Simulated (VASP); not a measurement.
# Al (Fmmm) in VASP: further runs

The runs below take Al through single point, with PBE.

Everything below comes from runs of VASP 6.6.1. Logs are shortened: lines on timing, memory, paths and dates and some standing lists are left out, and cuts for length are marked.

### 1 The cell of the first run

Symmetry: Fmmm, No. 69, orthorhombic system. Conventional cell: a = 3.235 Å, b = 4.446 Å, c = 4.704 Å, α = 90.00°, β = 90.00°, γ = 90.00°. Within 3.6 Å of Al (site symmetry mmm) lie 14 Al at 2.75 to 3.24 Å.

### 2 Single point, PBE (strain +0.0562 x Voigt [0, 0, 0, 0, 0, 1])

INCAR reads:

```
SYSTEM = Al
ALGO = Fast
EDIFF = 1E-6
ENCUT = 520
GGA = PE
ISIF = 2
ISMEAR = 0
LASPH = .True.
LCHARG = .True.
LELF = .True.
LREAL = .False.
LVHAR = .True.
LWAVE = .False.
NBANDS = 8
NELM = 100
PREC = Accurate
SIGMA = 0.15
```

KPOINTS reads:

```
k-points
0
Gamma
  26 26 26
  0 0 0
```

POSCAR reads:

```
Al
1.0
   -1.5720581845      1.5720581845      1.6175102217
    1.5720581845     -1.5720581845      1.6175102217
    1.6629622589      1.6629622589     -1.6175102217
Al
1
Direct
    0.0000000000      0.0000000000      0.0000000000
```

Potentials or basis: VASP PAW PBE potentials, release 64 (Al).

Launch:

```sh
$ cat potpaw_PBE.64/Al/POTCAR > POTCAR
$ mpirun -np 1 vasp_std > vasp.out
```

OUTCAR:

```text
SYSTEM = Al
   EDIFF = 1E-6
   ENCUT = 520
   GGA = PE
   ISIF = 2
   ISMEAR = 0
   LASPH = .True.
   LREAL = .False.
   NELM = 100
   PREC = Accurate

 ion  position               nearest neighbor table
   1  0.000  0.000  0.000-

  LATTYP: Found a face centered orthorhombic cell.
 ALAT       =     3.2350204434
 B/A-ratio  =     1.3744741613
 C/A-ratio  =     1.4539529634

  Lattice vectors:

 A1 = (   3.2350204434,   0.0909040744,   0.0000000000)
 A2 = (   1.6629622589,   1.6629622589,   1.6175102217)
 A3 = (   1.5720581845,  -1.5720581845,   1.6175102217)

Analysis of symmetry for initial positions (statically):
=====================================================================
 Subroutine PRICEL returns:
 Original cell was already a primitive cell.

 Routine SETGRP: Setting up the symmetry group for a
 face centered orthorhombic supercell.

 Subroutine GETGRP returns: Found  8 space group operations
 (whereof  8 operations were pure point group operations)
 out of a pool of  8 trial point group operations.

The static configuration has the point symmetry D_2h.

Analysis of symmetry for dynamics (positions and initial velocities):
=====================================================================
 Subroutine PRICEL returns:
 Original cell was already a primitive cell.

 Routine SETGRP: Setting up the symmetry group for a
 face centered orthorhombic supercell.

 Subroutine GETGRP returns: Found  8 space group operations
 (whereof  8 operations were pure point group operations)
 out of a pool of  8 trial point group operations.

The dynamic configuration has the point symmetry D_2h.

 Subroutine INISYM returns: Found  8 space group operations
 (whereof  8 operations are pure point group operations),
 and found     1 'primitive' translations

----------------------------------------------------------------------------------------

                                     Primitive cell

  volume of cell :      16.9145

  direct lattice vectors                    reciprocal lattice vectors
    -1.572058184  1.572058184  1.617510222    -0.008693053  0.309361332  0.309117057
     1.572058184 -1.572058184  1.617510222     0.309361332 -0.008693053  0.309117057
     1.662962259  1.662962259 -1.617510222     0.300668279  0.300668279  0.000000000

  length of vectors
     2.749376873  2.749376873  2.854334645     0.437416687  0.437416687  0.425209158

  position of ions in fractional coordinates (direct lattice)
     0.000000000  0.000000000  0.000000000

  ion indices of the primitive-cell ions
   primitive index   ion index
                 1           1

----------------------------------------------------------------------------------------

 KPOINTS: k-points

Automatic generation of k-mesh.
 Grid dimensions read from file:
 generate k-points for:   26   26   26

 Generating k-lattice:

  Cartesian coordinates                     Fractional coordinates (reciprocal lattice)
    -0.000334348  0.011898513  0.011889118     0.038461538  0.000000000  0.000000000
     0.011898513 -0.000334348  0.011889118     0.000000000  0.038461538  0.000000000
     0.011564165  0.011564165  0.000000000     0.000000000  0.000000000  0.038461538

  Length of vectors
     0.016823719  0.016823719  0.016354198

  Shift w.r.t. Gamma in fractional coordinates (k-lattice)
     0.000000000  0.000000000  0.000000000

 Subroutine IBZKPT returns following result:
 ===========================================

 Found   2471 irreducible k-points:

 Following reciprocal coordinates:
            Coordinates               Weight
  0.000000  0.000000  0.000000      1.000000
  0.038462  0.000000 -0.000000      8.000000
  0.076923  0.000000 -0.000000      8.000000
  0.115385  0.000000 -0.000000      8.000000
  0.153846  0.000000  0.000000      8.000000
  0.192308  0.000000  0.000000      8.000000
[... 16 lines left out ...]
  0.346154  0.038462  0.000000      8.000000
  0.384615  0.038462 -0.000000      8.000000
 [... further k-points ...]
   k-points           NKPTS =   2471   k-points in BZ     NKDIM =   2471   number of bands    NBANDS=      8
   number of dos      NEDOS =    301   number of ions     NIONS =      1
   total plane-waves  NPLWV =   9600
   dimension x,y,z NGX =    20 NGY =   20 NGZ =   24
   dimension x,y,z NGXF=    40 NGYF=   40 NGZF=   48
   ions per type =               1
   NGX,Y,Z   is equivalent  to a cutoff of  12.09, 12.09, 13.98 a.u.
   NGXF,Y,Z  is equivalent  to a cutoff of  24.19, 24.19, 27.96 a.u.
 SYSTEM =  Al
   PREC   = accura    normal or accurate (medium, high low for compatibility)
   ISTART =      0    job   : 0-new  1-cont  2-samecut
   ICHARG =      2    charge: 1-file 2-atom 10-const
   ISPIN  =      1    spin polarized calculation?
   LNONCOLLINEAR =      F non collinear calculations
   LSORBIT =      F    spin-orbit coupling
   LASPH  =      T    aspherical Exc in radial PAW
   ENCUT  =  520.0 eV  38.22 Ry    6.18 a.u.   5.11  5.11  5.31*2*pi/ulx,y,z
   NELM   =    100;   NELMIN=  2; NELMDL= -5     # of ELM steps
   EDIFF  = 0.1E-05   stopping-criterion for ELM
   LREAL  =      F    real-space projection
   EDIFFG = 0.1E-04   stopping-criterion for IOM
   NSW    =      0    number of steps for IOM
   IBRION =     -1    ionic relax: 0-MD 1-quasi-New 2-CG
   NFREE  =      0    steps in history (QN), initial steepest desc. (CG)
   ISIF   =      2    stress and relaxation
   ISYM   =      2    0-nonsym 1-usesym 2-fastsym
   POTIM  = 0.5000    time-step for ionic-motion
   TEBEG  =    0.0;   TEEND  =   0.0 temperature during run
   PSTRESS=    0.0 pullay stress
   NELECT =       3.0000    total number of electrons
   NUPDOWN=      -1.0000    fix difference up-down
   EMIN   =  10.00;   EMAX   =-10.00  energy-range for DOS
   EFERMI =   0.00;   METHOD = LEGACY
   ISMEAR =     0;   SIGMA  =   0.15  broadening in eV -4-tet -1-fermi 0-gaus
   EFERMI_NEDOS =   21; number of points for ismear=-14 and -15
   IALGO  =     68    algorithm
   IMIX   =      4    mixing-type and parameters
     AMIX     =   0.40;   BMIX     =  1.00
     AMIX_MAG =   1.60;   BMIX_MAG =  1.00
  volume/ion in A,a.u.               =      16.91       114.14
  Fermi-wavevector in a.u.,A,eV,Ry     =   0.919805  1.738180 11.511097  0.846042
  Thomas-Fermi vector in A             =   2.045040
   LORBIT       =      0    0 simple, 1 ext, 2 COOP (PROOUT), +10 PAW based schemes
   GGA     = PE    functional components
   LHFCALC =     F    Hartree Fock is set to
   AEXX    =    0.0000 exact exchange contribution
   IVDW    =     0    specifies the selected vdW correction
   LEPSILON=     F    determine dielectric tensor
   LRPA    =     F    only Hartree local field effects (RPA)
 non-spin polarized calculation
 RMM-DIIS sequential band-by-band and
 Gauss-broadening in eV      SIGMA  =   0.15
  energy-cutoff  :      520.00
  volume of cell :       16.91
 maximum number of plane-waves:       472
   NGX = 11   NGY = 11   NGZ = 11

 number of electron       3.0000000 magnetization

 Free energy of the ion-electron system (eV)
  ---------------------------------------------------
  ext. energy  EPLUGINS =         0.00000000
  ---------------------------------------------------
  free energy    TOTEN  =        -3.64619683 eV

  energy without entropy =       -3.64148693  energy(sigma->0) =       -3.64384188

 E-fermi :   7.7380     XC(G=0): -10.1103

 val. band max:        7.7336449943   @ k =  -0.3077   0.4615   0.4231
 cond. band min:       7.7391173060   @ k =   0.2692   0.1538   0.1154
 fundamental gap:      0.0054723118
 Fermi energy:         7.7380094227

 k-point     1 :       0.0000    0.0000    0.0000
  band No.  band energies     occupation
      1      -3.2167      2.00000
      2      20.4890      0.00000
      3      20.4924      0.00000
      4      21.2060      0.00000
      5      21.2621      0.00000
      6      22.1030      0.00000
      7      22.6229      0.00000
      8      23.8961      0.00000

 k-point     2 :       0.0385    0.0000   -0.0000
  band No.  band energies     occupation
      1      -3.1748      2.00000
      2      19.9998      0.00000
      3      20.0802      0.00000
      4      20.7319      0.00000
      5      21.7197      0.00000
      6      22.2171      0.00000
      7      22.8530      0.00000
      8      23.5181      0.00000

 k-point     3 :       0.0769    0.0000   -0.0000
  band No.  band energies     occupation
      1      -3.0491      2.00000
      2      18.8359      0.00000
      3      19.3756      0.00000
      4      20.1314      0.00000
      5      21.6970      0.00000
      6      22.4720      0.00000
      7      23.0214      0.00000
      8      23.5472      0.00000

 k-point     4 :       0.1154    0.0000   -0.0000
  band No.  band energies     occupation
      1      -2.8398      2.00000
      2      17.3640      0.00000
      3      18.7034      0.00000
      4      19.4965      0.00000
      5      21.2212      0.00000
      6      22.2170      0.00000
      7      23.3103      0.00000
      8      23.9904      0.00000

 k-point     5 :       0.1538    0.0000    0.0000
  band No.  band energies     occupation
      1      -2.5474      2.00000
      2      15.8089      0.00000
      3      18.0847      0.00000
      4      18.8665      0.00000
      5      20.6626      0.00000
      6      21.7379      0.00000
      7      23.7968      0.00000
      8      24.2097      0.00000
[... 177 lines left out ...]
 k-point    22 :       0.3077    0.0385    0.0000
  band No.  band energies     occupation
      1      -0.2062      2.00000
      2       9.2070      0.00000
      3      15.9156      0.00000
      4      16.0575      0.00000
      5      18.5932      0.00000
      6      20.7197      0.00000
      7      25.4076      0.00000
      8      27.1099      0.00000

 k-point    23 :       0.3462    0.0385    0.0000
  band No.  band energies     occupation
      1       0.5289      2.00000
      2       7.8821      0.17427
      3      15.6678      0.00000
      4      15.7876      0.00000
      5      18.2756      0.00000
      6      20.4218      0.00000
      7      26.0146      0.00000
      8      27.7595      0.00000

 k-point    24 :       0.3846    0.0385   -0.0000
  band No.  band energies     occupation
      1       1.3413      2.00000
      2       6.6252      2.00000
      3      15.4856      0.00000
      4      15.5941      0.00000
      5      18.0305      0.00000
      6      20.1815      0.00000
      7      26.6636      0.00000
      8      28.3963      0.00000

 [... further k-points ...]

------------------------ aborting loop because EDIFF is reached ----------------------------------------

  FORCE on cell =-STRESS in cart. coord.  units (eV):
  Direction    XX          YY          ZZ          XY          YZ          ZX
  --------------------------------------------------------------------------------------
  -------------------------------------------------------------------------------------
  Total        0.0280378      0.0280378      0.0279305     -0.2406356      0.0000000      0.0000000
  in kB        2.6558052      2.6558052      2.6456412    -22.7935750      0.0000000      0.0000000
  external PRESSURE =       2.6524172 kB  Pullay stress =       0.0000000 kB

 VOLUME and BASIS-vectors are now :
 -----------------------------------------------------------------------------
  energy-cutoff  :      520.00
  volume of cell :       16.91
      direct lattice vectors                 reciprocal lattice vectors
    -1.572058184  1.572058184  1.617510222    -0.008693053  0.309361332  0.309117057
     1.572058184 -1.572058184  1.617510222     0.309361332 -0.008693053  0.309117057
     1.662962259  1.662962259 -1.617510222     0.300668279  0.300668279  0.000000000

 POSITION                                       TOTAL-FORCE (eV/Angst)
 -----------------------------------------------------------------------------------
      0.00000      0.00000      0.00000         0.000000      0.000000      0.000000
 -----------------------------------------------------------------------------------
    total drift:                                0.000000     -0.000000     -0.000000

  FREE ENERGIE OF THE ION-ELECTRON SYSTEM (eV)
  ---------------------------------------------------
  free  energy   TOTEN  =        -3.6461968272 eV

  energy  without entropy=       -3.6414869289  energy(sigma->0) =       -3.64384188
```

It took 85 s on 1 thread of Intel Xeon 6975P-C (Granite Rapids), shared host; peak memory 0.37 GiB.

Results:

```yaml
Free_energy: -3.6462 eV
Pressure: 0.3 GPa
Band_gap_on_the_k_mesh: zero (an odd number of electrons rules out a gap without spin polarisation)
```

Stress tensor (GPa, compression positive):
```
 0.27 -2.28  0.00
-2.28  0.27  0.00
 0.00  0.00  0.26
```

Caveat: the cell differs from its parent crystal (strain +0.0562 x Voigt [0, 0, 0, 0, 0, 1]).

[end of part 1 of 2]
